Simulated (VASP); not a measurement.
# GaAs (I-4m2) in VASP: single point with PBE

Aim: the single point of GaAs with PBE.

Everything below comes from runs of VASP 6.6.1. Logs are shortened: lines on timing, memory, paths and dates and some standing lists are left out, and cuts for length are marked.

### Step 1. The cell of the first run

It takes space group I-4m2 (No. 119, tetragonal). The conventional cell has a = 3.997 Å, b = 3.997 Å, c = 5.596 Å, α = 90.00°, β = 90.00°, γ = 90.00°. Within 3.2 Å of Ga (site symmetry -4m2) lie 4 As at 2.44 Å. As (site symmetry -4m2) has 4 Ga at 2.44 Å within 3.2 Å.

### Step 2. Single point, PBE

INCAR reads:

```
PREC = Accurate
ENCUT = 520
EDIFF = 1E-6
ISMEAR = 0
SIGMA = 0.01
LREAL = False
LASPH = True
NELM = 60
ALGO = Normal
ISIF = 2
LWAVE = False
LCHARG = False
GGA = PE
NBANDS = 26
```

KPOINTS reads:

```
Automatic mesh
0
Gamma
  8 8 6
```

POSCAR reads:

```
GaAs
1.0
    3.9972746340      0.0000000000      0.0000000000
    0.0000000000      3.9972746340      0.0000000000
    0.0000000000      0.0000000000      5.5964700000
Ga As
2 2
Direct
    0.0000000000      0.0000000000      0.0000000000
    0.5000000000      0.5000000000      0.5000000000
    0.5000000000      0.0000000000      0.2500000000
    0.0000000000      0.5000000000      0.7500000000
```

Potentials or basis: VASP PAW PBE potentials, release 64 (Ga_d, As).

On the command line:

```console
$ cat potpaw_PBE.64/Ga_d/POTCAR potpaw_PBE.64/As/POTCAR > POTCAR
$ mpirun -np 1 vasp_std > vasp.out
```

OUTCAR:

```text
PREC = Accurate
   ENCUT = 520
   EDIFF = 1E-6
   ISMEAR = 0
   LREAL = False
   LASPH = True
   NELM = 60
   ISIF = 2
   GGA = PE

 ion  position               nearest neighbor table
   1  0.000  0.000  0.000-   3 2.44   4 2.44   4 2.44   3 2.44
   2  0.500  0.500  0.500-   3 2.44   4 2.44   3 2.44   4 2.44
   3  0.500  0.000  0.250-   1 2.44   2 2.44   2 2.44   1 2.44
   4  0.000  0.500  0.750-   1 2.44   2 2.44   1 2.44   2 2.44

  LATTYP: Found a simple tetragonal cell.
 ALAT       =     3.9972746340
 C/A-ratio  =     1.4000714268

  Lattice vectors:

 A1 = (   3.9972746340,   0.0000000000,   0.0000000000)
 A2 = (   0.0000000000,   3.9972746340,   0.0000000000)
 A3 = (   0.0000000000,   0.0000000000,   5.5964700000)

Analysis of symmetry for initial positions (statically):
=====================================================================
 Subroutine PRICEL returns following result:

  LATTYP: Found a body centered tetragonal cell.
 ALAT       =     3.9972746340
 C/A-ratio  =     1.4000714268

  Lattice vectors:

 A1 = (  -1.9986373170,  -1.9986373170,  -2.7982350000)
 A2 = (   1.9986373170,   1.9986373170,  -2.7982350000)
 A3 = (   1.9986373170,  -1.9986373170,   2.7982350000)

   2 primitive cells build up your supercell.

 Routine SETGRP: Setting up the symmetry group for a
 simple tetragonal supercell.

 Subroutine GETGRP returns: Found  8 space group operations
 (whereof  8 operations were pure point group operations)
 out of a pool of 16 trial point group operations.

The static configuration has the point symmetry D_2d.

Analysis of symmetry for dynamics (positions and initial velocities):
=====================================================================
 Subroutine PRICEL returns following result:

  LATTYP: Found a body centered tetragonal cell.
 ALAT       =     3.9972746340
 C/A-ratio  =     1.4000714268

  Lattice vectors:

 A1 = (  -1.9986373170,  -1.9986373170,  -2.7982350000)
 A2 = (   1.9986373170,   1.9986373170,  -2.7982350000)
 A3 = (   1.9986373170,  -1.9986373170,   2.7982350000)

   2 primitive cells build up your supercell.

 Routine SETGRP: Setting up the symmetry group for a
 simple tetragonal supercell.

[... 98 lines left out ...]
   ISPIN  =      1    spin polarized calculation?
   LNONCOLLINEAR =      F non collinear calculations
   LSORBIT =      F    spin-orbit coupling
   LASPH  =      T    aspherical Exc in radial PAW
   ENCUT  =  520.0 eV  38.22 Ry    6.18 a.u.   7.43  7.43 10.41*2*pi/ulx,y,z
   NELM   =     60;   NELMIN=  2; NELMDL= -5     # of ELM steps
   EDIFF  = 0.1E-05   stopping-criterion for ELM
   LREAL  =      F    real-space projection
   EDIFFG = 0.1E-04   stopping-criterion for IOM
   NSW    =      0    number of steps for IOM
   IBRION =     -1    ionic relax: 0-MD 1-quasi-New 2-CG
   NFREE  =      0    steps in history (QN), initial steepest desc. (CG)
   ISIF   =      2    stress and relaxation
   ISYM   =      2    0-nonsym 1-usesym 2-fastsym
   POTIM  = 0.5000    time-step for ionic-motion
   TEBEG  =    0.0;   TEEND  =   0.0 temperature during run
   PSTRESS=    0.0 pullay stress
   NELECT =      36.0000    total number of electrons
   NUPDOWN=      -1.0000    fix difference up-down
   EMIN   =  10.00;   EMAX   =-10.00  energy-range for DOS
   EFERMI =   0.00;   METHOD = LEGACY
   ISMEAR =     0;   SIGMA  =   0.01  broadening in eV -4-tet -1-fermi 0-gaus
   EFERMI_NEDOS =   21; number of points for ismear=-14 and -15
   IALGO  =     38    algorithm
   IMIX   =      4    mixing-type and parameters
     AMIX     =   0.40;   BMIX     =  1.00
     AMIX_MAG =   1.60;   BMIX_MAG =  1.00
  volume/ion in A,a.u.               =      22.36       150.86
  Fermi-wavevector in a.u.,A,eV,Ry     =   1.208820  2.284338 19.881454  1.461246
  Thomas-Fermi vector in A             =   2.344416
   LORBIT       =      0    0 simple, 1 ext, 2 COOP (PROOUT), +10 PAW based schemes
   GGA     = PE    functional components
   LHFCALC =     F    Hartree Fock is set to
   AEXX    =    0.0000 exact exchange contribution
   IVDW    =     0    specifies the selected vdW correction
   LEPSILON=     F    determine dielectric tensor
   LRPA    =     F    only Hartree local field effects (RPA)
 non-spin polarized calculation
 Gauss-broadening in eV      SIGMA  =   0.01
  energy-cutoff  :      520.00
  volume of cell :       89.42
 maximum number of plane-waves:      2445
 NGX is ok and might be reduce to    30
   NGX = 15   NGY = 15   NGZ = 21

 number of electron      35.9999990 magnetization

 Free energy of the ion-electron system (eV)
  ---------------------------------------------------
  ext. energy  EPLUGINS =         0.00000000
  ---------------------------------------------------
  free energy    TOTEN  =       -16.47699089 eV

  energy without entropy =      -16.47699089  energy(sigma->0) =      -16.47699089

 E-fermi :   4.1173     XC(G=0):  -9.6353

 val. band max:        4.0672724581   @ k =   0.0000   0.0000   0.0000
 cond. band min:       4.6283050825   @ k =   0.0000   0.0000   0.0000
 fundamental gap:      0.5610326244
 Fermi energy:         4.1172639124

 k-point     1 :       0.0000    0.0000    0.0000
  band No.  band energies     occupation
      1     -10.9115      2.00000
      2     -10.7970      2.00000
      3     -10.7970      2.00000
      4     -10.7943      2.00000
      5     -10.7457      2.00000
      6     -10.7457      2.00000
[... 685 lines left out ...]
     25      10.8334      0.00000
     26      10.8334      0.00000

 [... further k-points ...]

------------------------ aborting loop because EDIFF is reached ----------------------------------------

  FORCE on cell =-STRESS in cart. coord.  units (eV):
  Direction    XX          YY          ZZ          XY          YZ          ZX
  --------------------------------------------------------------------------------------
  -------------------------------------------------------------------------------------
  Total        2.3165247      2.3165247      2.6121004      0.0000000      0.0000000      0.0000000
  in kB       41.5054720     41.5054720     46.8013412      0.0000000      0.0000000      0.0000000
  external PRESSURE =      43.2707617 kB  Pullay stress =       0.0000000 kB

 VOLUME and BASIS-vectors are now :
 -----------------------------------------------------------------------------
  energy-cutoff  :      520.00
  volume of cell :       89.42
      direct lattice vectors                 reciprocal lattice vectors
     3.997274634  0.000000000  0.000000000     0.250170452  0.000000000  0.000000000
     0.000000000  3.997274634  0.000000000     0.000000000  0.250170452  0.000000000
     0.000000000  0.000000000  5.596470000     0.000000000  0.000000000  0.178684063

 POSITION                                       TOTAL-FORCE (eV/Angst)
 -----------------------------------------------------------------------------------
      0.00000      0.00000      0.00000         0.000000     -0.000000     -0.000000
      1.99864      1.99864      2.79824        -0.000000      0.000000      0.000000
      1.99864      0.00000      1.39912        -0.000000      0.000000     -0.000000
      0.00000      1.99864      4.19735        -0.000000      0.000000     -0.000000
 -----------------------------------------------------------------------------------
    total drift:                                0.000000      0.000000      0.000000

  FREE ENERGIE OF THE ION-ELECTRON SYSTEM (eV)
  ---------------------------------------------------
  free  energy   TOTEN  =       -16.4769908896 eV

  energy  without entropy=      -16.4769908896  energy(sigma->0) =      -16.47699089
```

OSZICAR:

```text
N       E                     dE             d eps       ncg     rms          rms(c)
DAV:   1     0.238325648375E+03    0.23833E+03   -0.17217E+04  3232   0.195E+03
DAV:   2     0.114435293806E+02   -0.22688E+03   -0.21874E+03  3418   0.425E+02
DAV:   3    -0.159403701036E+02   -0.27384E+02   -0.27089E+02  3876   0.120E+02
DAV:   4    -0.167813521813E+02   -0.84098E+00   -0.83864E+00  3526   0.217E+01
DAV:   5    -0.167997606219E+02   -0.18408E-01   -0.18395E-01  3840   0.312E+00    0.415E+00
DAV:   6    -0.165123937494E+02    0.28737E+00   -0.46190E-01  4458   0.984E+00    0.240E+00
DAV:   7    -0.164745557447E+02    0.37838E-01   -0.23768E-01  3840   0.267E+00    0.803E-01
DAV:   8    -0.164764000478E+02   -0.18443E-02   -0.37713E-02  3636   0.239E+00    0.172E-01
DAV:   9    -0.164767835261E+02   -0.38348E-03   -0.53229E-03  3780   0.120E+00    0.651E-02
DAV:  10    -0.164768611819E+02   -0.77656E-04   -0.67468E-04  3714   0.229E-01    0.333E-02
DAV:  11    -0.164769904957E+02   -0.12931E-03   -0.24839E-04  3812   0.837E-02    0.979E-03
DAV:  12    -0.164769908896E+02   -0.39394E-06   -0.92217E-06  3698   0.230E-02
   1 F= -.16476991E+02 E0= -.16476991E+02  d E =-.205799E-15
```

Run time: 2 min. Hardware: 1 thread of Intel Xeon Platinum 8259CL at 2.50GHz (Skylake/Cascade Lake), shared host; peak memory 0.26 GiB.

What came out:

```yaml
Free_energy: -16.4770 eV
Pressure: 4.3 GPa
Band_gap_on_the_k_mesh: 0.56 eV
```

A k mesh can miss the band edges. Expect the measured gap to be larger: semilocal functionals such as PBE lack the derivative discontinuity.
